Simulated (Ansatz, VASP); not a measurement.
CdSe in VASP and in Ansatz

The input INCAR:

```
SYSTEM = CdSe
PREC = Accurate
ENCUT = 520
EDIFF = 1E-6
ISMEAR = 0
SIGMA = 0.05
LREAL = .False.
LASPH = .True.
NELM = 100
ALGO = Normal
ISIF = 2
LWAVE = .False.
LCHARG = .True.
GGA = PE
LELF = .True.
LVHAR = .True.
NBANDS = 16
```

The input KPOINTS:

```
regular mesh
0
Gamma
  10 10 10
  0 0 0
```

File POSCAR:

```
CdSe
1.0
    0.0000000000      2.9618931328      2.9618931328
    2.9618931328      0.0000000000      2.9618931328
    3.1271667696      3.1271667696     -0.1652736368
Cd Se
1 1
Direct
    0.0000000000      0.0000000000      0.0000000000
    0.7500000000      0.7500000000      0.7500000000
```

Input for Ansatz:

```yaml
crystal:
  lattice:
    - [0.0, 2.9618931328, 2.9618931328]
    - [2.9618931328, 0.0, 2.9618931328]
    - [3.1271667696, 3.1271667696, -0.1652736368]
  atoms:
    - { symbol: Cd, position: [0.0, 0.0, 0.0] }
    - { symbol: Se, position: [0.75, 0.75, 0.75] }
basis:
  ecutwfc: 420
kpoints:
  mp_grid: { grid: [10, 10, 10] }
hamiltonian:
  xc: pbe
scf:
  occupations: { method: gaussian, width: 0.05 }
output:
  forces: true
  stress: true
  eigenvalues: true
```

Alike in both runs: task single point; functional PBE; k mesh 10 × 10 × 10; occupations gaussian, width 0.05 eV; no spin polarisation.

```csv
,VASP,Ansatz
version,VASP 6.6.1,Ansatz 0.2.0
potentials or method,"VASP PAW PBE potentials, release 64 (Cd, Se), cutoff 520 eV","scalar-relativistic, plane waves, PAW"
valence electrons in the cell,18,36
```

|  | VASP | Ansatz | Ansatz less VASP |
| --- | --- | --- | --- |
| gap on the k mesh at the Fermi level (eV) | 0.53 | 0.53 | +0.002 |
| least direct gap on the mesh (eV) | 0.53 | 0.53 | +0.002 |
| pressure (GPa) | 3.7 | 3.3 | -0.34 |
| traceless stress, the component that is largest in VASP (GPa) | -2.27 | -2.21 | +0.052 |
| rms of the force components (eV/Å) | 0.294 | 0.281 | -0.0126 |

Atom by atom the forces differ by 0.013 eV/Å (rms over components). VASP's potentials hold 18 valence electrons a cell and Ansatz's 36, so a difference there can come from the potentials and not from the codes.
